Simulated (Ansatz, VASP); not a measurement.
# AlRu in VASP and in Ansatz

INCAR

```
SYSTEM = AlRu
  PREC = Accurate
  ENCUT = 500
  EDIFF = 1E-6
  ISMEAR = -1
  SIGMA = 0.08
  LREAL = .False.
  LASPH = .True.
  NELM = 120
  ALGO = Normal
  ISIF = 2
  LWAVE = .False.
  LCHARG = .True.
  GGA = PE
  LELF = .True.
  LVHAR = .True.
  NBANDS = 16
  GGA_COMPAT = .False.
```

File KPOINTS:

```
Automatic mesh
0
Gamma
  14 14 14
  0 0 0
```

Contents of POSCAR:

```
AlRu
1.0
    2.9916000000      0.0000000000      0.0000000000
    0.0000000000      2.9916000000      0.0000000000
    0.0000000000      0.0000000000      2.9916000000
Al Ru
1 1
Direct
    0.0000000000      0.0000000000      0.0167134644
    0.5000000000      0.5000000000      0.5000000000
```

Input for Ansatz:

```yaml
crystal:
  lattice:
    - [2.9916, 0.0, 0.0]
    - [0.0, 2.9916, 0.0]
    - [0.0, 0.0, 2.9916]
  atoms:
    - { symbol: Al, position: [0.0, 0.0, 0.0167134644] }
    - { symbol: Ru, position: [0.5, 0.5, 0.5] }
kpoints:
  mp_grid: { grid: [14, 14, 14] }
scf:
  occupations: { method: fermi_dirac, width: 0.08 }
hamiltonian:
  xc: pbe
  pseudopotentials: { kind: all_electron, lapw: { basis_error: 0.0005 } }
output:
  forces: true
  stress: true
  eigenvalues: true
```

Alike in both runs: task single point; functional PBE; k mesh 14 × 14 × 14; occupations fermi-dirac, width 0.08 eV; no spin polarisation.

```csv
,VASP,Ansatz
version,VASP 6.6.1,Ansatz 0.2.0
potentials or method,"VASP PAW PBE potentials, release 64 (Al, Ru_pv), cutoff 500 eV","all-electron LAPW, scalar-relativistic"
```

Ansatz gave:

- pressure (GPa): 2.8
- traceless stress, the component that is largest in VASP (GPa): -0.13
- rms of the force components (eV/Å): 0.224

Q: Estimate VASP's values.

A: Pressure (GPa): 2.9; traceless stress, the component that is largest in VASP (GPa): -0.14; rms of the force components (eV/Å): 0.226.

Atom by atom the forces differ by 0.002 eV/Å (rms over components). Ansatz ran all-electron here, and VASP with PAW potentials.
